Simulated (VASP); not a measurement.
## InPd: single point with PBEsol

The system is InPd.

```
CELL_PARAMETERS angstrom
3.18125 0.00000 0.00000
0.00000 3.18125 0.00000
0.00000 0.00000 3.18125
ATOMIC_POSITIONS crystal
In 0.00000 0.00000 0.00000
Pd 0.50000 0.50000 0.50000
```

* Program: VASP 6.6.1
* Task: single point
* Functional: PBEsol
* Potentials or basis: VASP PAW PBE potentials, release 64 (In_d, Pd)
* Cutoff: 500 eV
* k mesh: 8 × 8 × 8
* Occupations: fermi-dirac, width 0.05 eV
* Spin: no spin polarisation

```yaml
Pressure: 10.3 GPa
```

Levels at points of the mesh, in eV from the Fermi level:
| k point | band 10 | band 11 | band 12 | band 13 | band 14 | band 15 |
| --- | --- | --- | --- | --- | --- | --- |
| (0.00, 0.00, 0.00) | -2.37 | -2.37 | 4.40 | 4.40 | 4.40 | 10.61 |
| (0.50, 0.00, 0.00) | -3.53 | -2.48 | -1.08 | 10.29 | 10.38 | 10.38 |
| (0.50, 0.50, 0.00) | -2.60 | -2.60 | -1.72 | 1.98 | 2.83 | 10.13 |
| (0.50, 0.50, 0.50) | -1.67 | 0.32 | 3.98 | 3.98 | 3.98 | 4.84 |

It took 4.8 s on 1 thread of Intel(R) Xeon(R) 6975P-C (Granite Rapids), with other jobs on the host, peak memory 0.14 GiB.

Caveat: the PAW data sets were made with another functional, which shifts forces and pressure a little; spin-orbit coupling is left out, which moves the levels of the heavy elements.
